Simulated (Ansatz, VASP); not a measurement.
## CdSe: VASP beside Ansatz

INCAR

```
SYSTEM = CdSe
  PREC = Accurate
  ENCUT = 500
  EDIFF = 1E-7
  ISMEAR = 0
  SIGMA = 0.02
  LREAL = .FALSE.
  LASPH = .TRUE.
  NELM = 120
  ALGO = Normal
  ISIF = 3
  LWAVE = .FALSE.
  LCHARG = .FALSE.
  GGA = PE
  IBRION = 2
  NSW = 100
  EDIFFG = -0.002
  GGA_COMPAT = .FALSE.
  NELMIN = 4
```

Contents of KPOINTS:

```
Automatic mesh
0
G
  10 10 10
  0 0 0
```

File POSCAR:

```
CdSe
1.0
    0.0000000000      3.0981826523      3.0981826523
    3.0981826523      0.0000000000      3.0981826523
    3.0981826523      3.0981826523      0.0000000000
Cd Se
1 1
Direct
    0.0000000000      0.0000000000      0.0000000000
    0.2500000000      0.2500000000      0.2500000000
```

Input for Ansatz:

```yaml
crystal:
  lattice:
    - [0.0, 3.0981826523, 3.0981826523]
    - [3.0981826523, 0.0, 3.0981826523]
    - [3.0981826523, 3.0981826523, 0.0]
  atoms:
    - { symbol: Cd, position: [0.0, 0.0, 0.0] }
    - { symbol: Se, position: [0.25, 0.25, 0.25] }
basis:
  ecutwfc: 420
kpoints:
  mp_grid: { grid: [10, 10, 10] }
hamiltonian:
  xc: pbe
  pseudopotentials: { kind: paw, azcp: { folder: soft_1 } }
scf:
  occupations: { method: gaussian, width: 0.02 }
output:
  forces: true
  stress: true
  eigenvalues: true
relax:
  adjacent_minimum: "off"
  f_tol: 0.002
  max_steps: 80
  cell: { stress_tol: 0.02 }
```

Alike in both runs: task relaxation of cell and atoms; functional PBE; k mesh 10 × 10 × 10; occupations gaussian, width 0.02 eV; no spin polarisation.

|  | VASP | Ansatz |
| --- | --- | --- |
| version | VASP 6.6.1 | Ansatz 0.2.0 |
| potentials or method | VASP PAW PBE potentials, release 64 (Cd, Se), cutoff 500 eV | scalar-relativistic, plane waves, PAW |
| valence electrons in the cell | 18 | 36 |

VASP gave:

* gap on the k mesh at the Fermi level, each at its own relaxed structure (eV): 0.48
* relaxed volume (Å³/atom): 29.89
* relaxed cell length with the largest relative difference (Å): 4.389

Task: Estimate Ansatz's values.

Result: gap on the k mesh at the Fermi level, each at its own relaxed structure (eV): 0.49; relaxed volume (Å³/atom): 29.74; relaxed cell length with the largest relative difference (Å): 4.381.

VASP's potentials hold 18 valence electrons a cell and Ansatz's 36, so a difference there can come from the potentials and not from the codes.
